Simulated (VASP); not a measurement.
MgCd2O3: single point with PBE

Crystal: MgCd2O3.

```xyz
6
Lattice="3.2385 0.0000 0.0000 -1.6193 2.8047 0.0000 0.0000 0.0000 8.0896" Properties=species:S:1:pos:R:3 pbc="T T T"
Mg    0.0000    0.0000    4.0448
Cd    1.6193    0.9349    6.6597
Cd    0.0000    1.8698    1.4299
O     0.0000    1.8698    5.1882
O     1.6193    0.9349    2.9014
O     0.0000    0.0000    0.0000
```

* Program: VASP 6.6.1
* Task: single point
* Functional: PBE
* Potentials or basis: VASP PAW PBE potentials, release 64 (Mg, Cd, O)
* Cutoff: 520 eV
* k mesh: 12 × 12 × 4
* Occupations: gaussian, width 0.02 eV
* Spin: no spin polarisation

```yaml
Pressure: 0.8 GPa
Largest_force: 0.096 eV/Å
Band_gap_on_the_k_mesh: 0.58 eV
```

Forces in eV/Å, atoms in the order of the input:
```
Mg   0.000  0.000  0.000
Cd   0.000  0.000 -0.019
Cd   0.000  0.000  0.019
O    0.000  0.000 -0.096
O    0.000  0.000  0.096
O    0.000  0.000  0.000
```

Stress tensor (GPa, compression positive):
```
0.70 0.00 0.00
0.00 0.70 0.00
0.00 0.00 0.89
```

Levels at points of the mesh, in eV from the valence-band top:
```
           k point  band 20  band 21  band 22  band 23  band 24  band 25
(0.00, 0.00, 0.00)    -0.78     0.00     0.00     0.58     4.32     4.78
(0.50, 0.00, 0.00)    -0.80    -0.66    -0.35     4.61     5.57     6.27
(0.00, 0.00, 0.50)    -0.42    -0.13    -0.13     2.01     2.83     5.45
(0.50, 0.00, 0.50)    -1.33    -0.11     0.00     4.80     5.06     6.20
```

Run time: 83 s on 1 thread of Intel(R) Xeon(R) 6975P-C (Granite Rapids), on a shared host, peak memory 0.27 GiB.
